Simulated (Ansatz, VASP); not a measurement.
# One calculation of AlNi, two programs

```xyz
2
Lattice="1.9257 -1.9401 0.0000 1.9257 1.9401 0.0000 0.0000 0.0000 3.0786" Properties=species:S:1:pos:R:3 pbc="T T T"
Ni    1.9257    0.0000    1.5393
Al    0.0000    0.0000    0.0000
```

Alike in both runs: task single point; functional r2SCAN; k mesh 10 × 10 × 9; occupations fermi-dirac, width 0.05 eV; collinear spin.

|  | VASP | Ansatz |
| --- | --- | --- |
| version | VASP 6.6.1 | Ansatz 0.2.0 |
| potentials or method | VASP PAW PBE potentials, release 64 (Ni, Al) | Ansatz PAW |
| plane-wave cutoff (eV) | 520 | 500 |
| valence electrons in the cell | 13 | 21 |

|  | VASP | Ansatz | Ansatz less VASP |
| --- | --- | --- | --- |
| gap on the k mesh at the Fermi level (eV) | none | none | - |
| pressure (GPa) | 4.2 | 4.5 | +0.26 |
| traceless stress, the component that is largest in VASP (GPa) | -5.50 | -5.33 | +0.171 |
| net moment per atom (μB) | 0.00 | 0.00 | 0.000 |

VASP's potentials were made for PBE, not for r2SCAN. A gap of «none» marks a metal or a gap that the smearing closes. VASP's potentials hold 13 valence electrons a cell and Ansatz's 21, so a difference there can come from the potentials and not from the codes.

Noted on Ansatz's run: the magnetic or orbital state may not be the lowest.
